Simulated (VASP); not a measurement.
Here is a VASP 6.6.1 calculation.

Contents of POSCAR:

```
InP
1.0
    0.0000000000      2.9438867151      2.9438867151
    2.9438867151      0.0000000000      2.9438867151
    2.9438867151      2.9438867151      0.0000000000
In P
1 1
Direct
    0.0000000000      0.0000000000      0.0000000000
    0.2500000000      0.2500000000      0.2500000000
```

The input INCAR.step1:

```
SYSTEM = InP
PREC = Accurate
ENCUT = 600
ISMEAR = 0
SIGMA = 0.02
LREAL = .False.
LASPH = .True.
NELM = 60
GGA = PE
ALGO = Normal
EDIFF = 1E-4
LWAVE = .True.
LCHARG = .False.
```

Contents of INCAR.step2:

```
SYSTEM = InP
PREC = Accurate
ENCUT = 600
EDIFF = 1E-7
ISMEAR = 0
SIGMA = 0.02
LREAL = .False.
LASPH = .True.
NELM = 60
ALGO = Normal
ISIF = 3
LWAVE = .False.
LCHARG = .False.
METAGGA = R2SCAN
LMIXTAU = .True.
IBRION = 2
NSW = 70
EDIFFG = -0.008
PSTRESS = 10.0
ISTART = 1
```

The input KPOINTS:

```
Automatic mesh
0
Gamma
  8 8 8
  0 0 0
```

Potentials or basis: VASP PAW PBE potentials, release 64 (In_d, P).

Launch:

```sh
$ cat potpaw_PBE.64/In_d/POTCAR potpaw_PBE.64/P/POTCAR > POTCAR
$ cp INCAR.step1 INCAR
$ mpirun -np 1 vasp_std > vasp.out
$ cp INCAR.step2 INCAR
$ mpirun -np 1 vasp_std > vasp.out
```

Question: Predict the space group after relaxing (to 0.1 Å).

Answer: F-43m (No. 216).

Question: Predict the relaxed volume.

Answer: 25.37 Å³/atom.

Question: Predict the band gap on the k mesh.

Answer: 1.12 eV.

The path:
```csv
step,energy change (eV),largest force (eV/Å),pressure (GPa),volume (Å³)
1,0.0000,0.0000,0.61,51.03
2,0.0027,0.0000,1.26,50.57
3,0.0014,0.0000,1.01,50.74
```

Caveat: the cell is relaxed towards a set pressure, so the run minimises the enthalpy, not the energy; the PAW data sets were made with another functional, which shifts forces and pressure a little; spin-orbit coupling is left out, which moves the levels of the heavy elements.
